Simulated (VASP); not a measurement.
# CsPbBr3 (Pm-3m) in VASP: a series of runs, part 2 of 2

VASP 6.6.1.

## (4) Single point, r2SCAN (volume changed by +6%)

The input, POSCAR:

```
CsPbBr3
1.0
    6.0595198116      0.0000000000      0.0000000000
    0.0000000000      6.0595198116      0.0000000000
    0.0000000000      0.0000000000      6.0595198116
Cs Pb Br
1 1 3
Direct
    0.0000000000      0.0000000000      0.0000000000
    0.5000000000      0.5000000000      0.5000000000
    0.5000000000      0.5000000000      0.0000000000
    0.5000000000      0.0000000000      0.5000000000
    0.0000000000      0.5000000000      0.5000000000
```

The input, INCAR.step1:

```
PREC = Accurate
ENCUT = 520
ISMEAR = 0
SIGMA = 0.01
LREAL = F
LASPH = T
NELM = 80
NBANDS = 30
GGA = PE
ALGO = Normal
EDIFF = 1E-4
LWAVE = T
LCHARG = F
```

The input, INCAR.step2:

```
PREC = Accurate
ENCUT = 520
EDIFF = 1E-7
ISMEAR = 0
SIGMA = 0.01
LREAL = F
LASPH = T
NELM = 80
ALGO = Normal
ISIF = 2
LWAVE = F
LCHARG = F
METAGGA = R2SCAN
LMIXTAU = T
NBANDS = 30
ISTART = 1
```

The input, KPOINTS:

```
Automatic mesh
0
Gamma
  4 4 4
```

Potentials or basis: VASP PAW PBE potentials, release 64 (Cs_sv, Pb_d, Br).

Launch:

```sh
$ cat potpaw_PBE.64/Cs_sv/POTCAR potpaw_PBE.64/Pb_d/POTCAR potpaw_PBE.64/Br/POTCAR > POTCAR
$ cp INCAR.step1 INCAR
$ mpirun -np 1 vasp_std > vasp.out
$ cp INCAR.step2 INCAR
$ mpirun -np 1 vasp_std > vasp.out
```

OUTCAR:

```text
PREC = Accurate
   ENCUT = 520
   EDIFF = 1E-7
   ISMEAR = 0
   LREAL = F
   LASPH = T
   NELM = 80
   ISIF = 2
   METAGGA = R2SCAN
   ISTART = 1

 ion  position               nearest neighbor table
   1  0.000  0.000  0.000-
   2  0.500  0.500  0.500-   3 3.03   4 3.03   5 3.03   3 3.03   4 3.03   5 3.03
   3  0.500  0.500  0.000-   2 3.03   2 3.03
   4  0.500  0.000  0.500-   2 3.03   2 3.03
   5  0.000  0.500  0.500-   2 3.03   2 3.03

  LATTYP: Found a simple cubic cell.
 ALAT       =     6.0595198116

  Lattice vectors:

 A1 = (   6.0595198116,   0.0000000000,   0.0000000000)
 A2 = (   0.0000000000,   6.0595198116,   0.0000000000)
 A3 = (   0.0000000000,   0.0000000000,   6.0595198116)

Analysis of symmetry for initial positions (statically):
=====================================================================
 Subroutine PRICEL returns:
 Original cell was already a primitive cell.

 Routine SETGRP: Setting up the symmetry group for a
[... 156 lines left out ...]
  free energy    TOTEN  =      -128.41589085 eV

  energy without entropy =     -128.41589085  energy(sigma->0) =     -128.41589085

 E-fermi :   0.0519     XC(G=0):  -7.6163

 val. band max:       -0.0045171634   @ k =   0.5000   0.5000   0.5000
 cond. band min:       2.2598178791   @ k =   0.5000   0.5000   0.5000
 fundamental gap:      2.2643350426
 Fermi energy:         0.0519334075

 k-point     1 :       0.0000    0.0000    0.0000
  band No.  band energies     occupation
      1     -21.7018      2.00000
      2     -17.1362      2.00000
      3     -17.1362      2.00000
      4     -17.0403      2.00000
      5     -17.0403      2.00000
      6     -17.0403      2.00000
[... 319 lines left out ...]
     29       6.1227      0.00000
     30       7.2935      0.00000

------------------------ aborting loop because EDIFF is reached ----------------------------------------

  FORCE on cell =-STRESS in cart. coord.  units (eV):
  Direction    XX          YY          ZZ          XY          YZ          ZX
  --------------------------------------------------------------------------------------
  -------------------------------------------------------------------------------------
  Total       -1.4807205     -1.4807205     -1.4807205      0.0000000      0.0000000      0.0000000
  in kB      -10.6627455    -10.6627455    -10.6627455      0.0000000      0.0000000      0.0000000
  external PRESSURE =     -10.6627455 kB  Pullay stress =       0.0000000 kB

 VOLUME and BASIS-vectors are now :
 -----------------------------------------------------------------------------
  energy-cutoff  :      520.00
  volume of cell :      222.49
      direct lattice vectors                 reciprocal lattice vectors
     6.059519812  0.000000000  0.000000000     0.165029578  0.000000000  0.000000000
     0.000000000  6.059519812  0.000000000     0.000000000  0.165029578  0.000000000
     0.000000000  0.000000000  6.059519812     0.000000000  0.000000000  0.165029578

 POSITION                                       TOTAL-FORCE (eV/Angst)
 -----------------------------------------------------------------------------------
      0.00000      0.00000      0.00000         0.000000      0.000000      0.000000
      3.02976      3.02976      3.02976         0.000000      0.000000      0.000000
      3.02976      3.02976      0.00000         0.000000      0.000000      0.000000
      3.02976      0.00000      3.02976         0.000000      0.000000      0.000000
      0.00000      3.02976      3.02976         0.000000      0.000000      0.000000
 -----------------------------------------------------------------------------------
    total drift:                                0.000000     -0.000000     -0.000000

  FREE ENERGIE OF THE ION-ELECTRON SYSTEM (eV)
  ---------------------------------------------------
  free  energy   TOTEN  =      -128.4158908481 eV

  energy  without entropy=     -128.4158908481  energy(sigma->0) =     -128.41589085
```

OUTCAR.step1:

```text
PREC = Accurate
   ENCUT = 520
   ISMEAR = 0
   LREAL = F
[... 546 lines left out ...]
      3.02976      3.02976      3.02976         0.000000      0.000000      0.000000
      3.02976      3.02976      0.00000         0.000000      0.000000      0.000000
      3.02976      0.00000      3.02976         0.000000      0.000000      0.000000
      0.00000      3.02976      3.02976         0.000000      0.000000      0.000000
 -----------------------------------------------------------------------------------
    total drift:                                0.000000     -0.000000     -0.000000

  FREE ENERGIE OF THE ION-ELECTRON SYSTEM (eV)
  ---------------------------------------------------
  free  energy   TOTEN  =       -15.8663527685 eV

  energy  without entropy=      -15.8663527685  energy(sigma->0) =      -15.86635277
```

OSZICAR.step1:

```text
N       E                     dE             d eps       ncg     rms          rms(c)
DAV:   1     0.387058295837E+03    0.38706E+03   -0.18143E+04   600   0.127E+03
DAV:   2     0.305831695326E+02   -0.35648E+03   -0.34269E+03   698   0.290E+02
DAV:   3    -0.149474096809E+02   -0.45531E+02   -0.45205E+02   768   0.113E+02
DAV:   4    -0.165548124634E+02   -0.16074E+01   -0.16029E+01   748   0.283E+01
DAV:   5    -0.165989089704E+02   -0.44097E-01   -0.44086E-01   766   0.400E+00    0.381E+00
DAV:   6    -0.159192589252E+02    0.67965E+00   -0.10093E+00   882   0.920E+00    0.213E+00
DAV:   7    -0.158556460801E+02    0.63613E-01   -0.51740E-01   900   0.357E+00    0.102E+00
DAV:   8    -0.158670720068E+02   -0.11426E-01   -0.66062E-02   718   0.195E+00    0.198E-01
DAV:   9    -0.158658607338E+02    0.12113E-02   -0.99677E-03   896   0.723E-01    0.109E-01
DAV:  10    -0.158662527773E+02   -0.39204E-03   -0.11907E-03   694   0.165E-01    0.481E-02
DAV:  11    -0.158663527685E+02   -0.99991E-04   -0.21442E-04   590   0.103E-01
   1 F= -.15866353E+02 E0= -.15866353E+02  d E =-.235679E-14
```

Wall time 3.5 min (1 thread of Intel Xeon Platinum 8488C (Sapphire Rapids), shared host); peak memory 0.39 GiB.

What came out:

```yaml
Free_energy: -128.4159 eV
Pressure: -1.1 GPa
Band_gap_on_the_k_mesh: 2.26 eV, direct
```

Caveat: the PAW data sets were made with another functional, which shifts forces and pressure a little; spin-orbit coupling is left out, which moves the levels of the heavy elements. A k mesh can miss the band edges.

## (5) Summary

```csv
cell,gap on the mesh (eV),pressure (GPa)
"a = 5.943 Å, 5 atoms",2.06,0.0
"a = 6.002 Å, 5 atoms",2.17,-0.6
"a = 6.060 Å, 5 atoms",2.26,-1.1
```

Alike in all rows: task single point; level r2SCAN; potentials or basis VASP PAW PBE potentials, release 64 (Cs_sv, Pb_d, Br); no spin polarisation; k mesh 4 × 4 × 4; cutoff (eV) 520; smearing gaussian 0.01 eV.

Caveats: the PAW data sets were made with another functional, which shifts forces and pressure a little; spin-orbit coupling is left out, which moves the levels of the heavy elements.

Absolute energies hang on the potentials; compare differences alone.
